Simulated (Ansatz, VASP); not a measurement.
## One calculation of Si5N, two programs

The input INCAR:

```
PREC = Accurate ; ENCUT = 600
EDIFF = 1E-6 ; ISMEAR = 0
SIGMA = 0.1 ; LREAL = False
LASPH = True ; NELM = 80
ALGO = Normal ; ISIF = 3
LWAVE = False ; LCHARG = False
GGA = PE ; IBRION = 2
NSW = 100 ; EDIFFG = -0.01
```

File KPOINTS:

```
regular mesh
0
Gamma
  10 10 10
```

The input POSCAR:

```
Si5N
1.0
    0.0000000000      3.4933319144      3.4933319144
    3.4933319144      0.0000000000      3.4933319144
    3.4933319144      3.4933319144      0.0000000000
Si N
5 1
Direct
    0.1243124872      0.6270625384      0.1243124872
    0.1243124872      0.1243124872      0.1243124872
    0.6270625384      0.1243124872      0.1243124872
    0.1243124872      0.1243124872      0.6270625384
    0.5000000000      0.5000000000      0.5000000000
    0.7500000000      0.7500000000      0.7500000000
```

Input for Ansatz:

```yaml
crystal:
  lattice:
    - [0.0, 3.4933319144, 3.4933319144]
    - [3.4933319144, 0.0, 3.4933319144]
    - [3.4933319144, 3.4933319144, 0.0]
  atoms:
    - { symbol: Si, position: [0.1243124872, 0.6270625384, 0.1243124872] }
    - { symbol: Si, position: [0.1243124872, 0.1243124872, 0.1243124872] }
    - { symbol: Si, position: [0.6270625384, 0.1243124872, 0.1243124872] }
    - { symbol: Si, position: [0.1243124872, 0.1243124872, 0.6270625384] }
    - { symbol: Si, position: [0.5, 0.5, 0.5] }
    - { symbol: "N", position: [0.75, 0.75, 0.75] }
basis:
  ecutwfc: 420
kpoints:
  mp_grid: { grid: [10, 10, 10] }
hamiltonian:
  xc: pbe
scf:
  occupations: { method: gaussian, width: 0.1 }
output:
  forces: true
  stress: true
  eigenvalues: true
  write_density: true
  write_potential: true
  elf: true
  volumetric_format: npy
relax:
  adjacent_minimum: "off"
  f_tol: 0.01
  max_steps: 80
  cell: { stress_tol: 0.05 }
```

Alike in both runs: task relaxation of cell and atoms; functional PBE; k mesh 10 × 10 × 10; occupations gaussian, width 0.1 eV; no spin polarisation.

```csv
,VASP,Ansatz
version,VASP 6.6.1,Ansatz 0.2.0
potentials or method,"VASP PAW PBE potentials, release 64 (Si, N), cutoff 600 eV","scalar-relativistic, plane waves, PAW"
valence electrons in the cell,25,25
```

|  | VASP | Ansatz | Ansatz less VASP |
| --- | --- | --- | --- |
| gap on the k mesh at the Fermi level, each at its own relaxed structure (eV) | none | none | - |
| relaxed volume (Å³/atom) | 14.26 | 14.26 | +0.001 |
| relaxed cell length with the largest relative difference (Å) | 4.946 | 4.946 | +0.0001 |

A gap of «none» marks a metal or a gap that the smearing closes.
